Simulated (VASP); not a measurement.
The system is CdSe (Cadmoselite).

```
Cd Se
1.0
     4.30000    0.00000    0.00000
    -2.15000    3.72391    0.00000
     0.00000    0.00000    7.02000
Cd Se
2 2
Direct
  0.33333 0.66667 0.00000
  0.66667 0.33333 0.50000
  0.33333 0.66667 0.38500
  0.66667 0.33333 0.88500
```

* Program: VASP 6.6.1
* Task: relaxation of cell and atoms
* Functional: PBE
* Potentials or basis: VASP PAW PBE potentials, release 64 (Cd, Se)
* Cutoff: 600 eV
* k mesh: 6 × 6 × 4
* Occupations: fermi-dirac, width 0.02 eV
* Spin: no spin polarisation

At the start: pressure 3.3 GPa; volume 28.10 Å³/atom.

Problem. How do energy, volume and symmetry change on relaxing?

Solution. Over 9 steps the energy falls by 22.0 meV/atom and the volume is 29.90 Å³/atom (+6.4 %); space group P6_3mc (No. 186, to 0.05 Å).

Step by step:
```tsv
step	energy change (eV)	largest force (eV/Å)	pressure (GPa)	volume (Å³)
1	0.0000	0.2922	3.29	112.41
2	-0.0778	0.0480	-0.87	122.06
3	-0.0840	0.0919	-0.09	119.82
4	-0.0840	0.0950	-0.01	119.67
5	-0.0853	0.0644	0.04	119.50
6	-0.0862	0.0143	0.14	119.24
7	-0.0872	0.0097	0.02	119.54
8	-0.0878	0.0025	-0.14	119.98
9	-0.0881	0.0069	0.02	119.59
```

Final structure:
```
CELL_PARAMETERS angstrom
4.39021 0.00000 0.00000
-2.19510 3.80203 0.00000
0.00000 0.00000 7.16477
ATOMIC_POSITIONS crystal
Cd 0.33333 0.66667 0.00451
Cd 0.66667 0.33333 0.50451
Se 0.33333 0.66667 0.38049
Se 0.66667 0.33333 0.88049
```
